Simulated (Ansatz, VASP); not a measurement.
**Ir: VASP beside Ansatz**

POSCAR

```
Ir
1.0
   -1.4908760851      1.4908760851      1.4908760851
    1.4908760851     -1.4908760851      1.4908760851
    1.4908760851      1.4908760851     -1.4908760851
Ir
1
Direct
    0.0000000000      0.0000000000      0.0000000000
```

File INCAR.step1:

```
SYSTEM = Ir
  PREC = Accurate
  ENCUT = 550
  ISMEAR = 0
  SIGMA = 0.1
  LREAL = .False.
  LASPH = .True.
  NELM = 120
  GGA = PE
  ALGO = Normal
  EDIFF = 1E-5
  LWAVE = .True.
  LCHARG = .False.
  GGA_COMPAT = .False.
  IBRION = 2
  ISIF = 3
  EDIFFG = -0.005
  NELMIN = 4
  NSW = 100
```

The input INCAR.step2:

```
SYSTEM = Ir
  PREC = Accurate
  ENCUT = 550
  EDIFF = 1E-7
  ISMEAR = 0
  SIGMA = 0.1
  LREAL = .False.
  LASPH = .True.
  NELM = 120
  ALGO = Normal
  ISIF = 3
  LWAVE = .False.
  LCHARG = .False.
  METAGGA = R2SCAN
  LMIXTAU = .True.
  IBRION = 2
  NSW = 80
  EDIFFG = -0.05
  ISTART = 1
  GGA_COMPAT = .False.
  NELMIN = 4
```

KPOINTS

```
regular mesh
0
Gamma
  10 10 10
  0 0 0
```

Input for Ansatz:

```yaml
crystal:
  lattice:
    - [-1.4908760851, 1.4908760851, 1.4908760851]
    - [1.4908760851, -1.4908760851, 1.4908760851]
    - [1.4908760851, 1.4908760851, -1.4908760851]
  atoms:
    - { symbol: Ir, position: [0.0, 0.0, 0.0] }
basis:
  ecutwfc: 500
kpoints:
  mp_grid: { grid: [10, 10, 10] }
hamiltonian:
  xc: r2scan
scf:
  occupations: { method: gaussian, width: 0.1 }
output:
  forces: true
  stress: true
  eigenvalues: true
relax:
  adjacent_minimum: "off"
  f_tol: 0.05
  max_steps: 60
  cell: { stress_tol: 0.5 }
```

Alike in both runs: task relaxation of cell and atoms; functional r2SCAN; k mesh 10 × 10 × 10; occupations gaussian, width 0.1 eV; no spin polarisation.

```csv
,VASP,Ansatz
version,VASP 6.6.1,Ansatz 0.2.0
potentials or method,"VASP PAW PBE potentials, release 64 (Ir), cutoff 550 eV","scalar-relativistic, plane waves, PAW"
valence electrons in the cell,9,17
```

|  | VASP | Ansatz | Ansatz less VASP |
| --- | --- | --- | --- |
| gap on the k mesh at the Fermi level, each at its own relaxed structure (eV) | none | none | - |
| relaxed volume (Å³/atom) | 14.81 | 14.70 | -0.110 |
| relaxed cell length with the largest relative difference (Å) | 2.680 | 2.673 | -0.0066 |

VASP's potentials were made for PBE, not for r2SCAN. A gap of «none» marks a metal or a gap that the smearing closes. VASP's potentials hold 9 valence electrons a cell and Ansatz's 17, so a difference there can come from the potentials and not from the codes.

Spin-orbit coupling is off throughout.
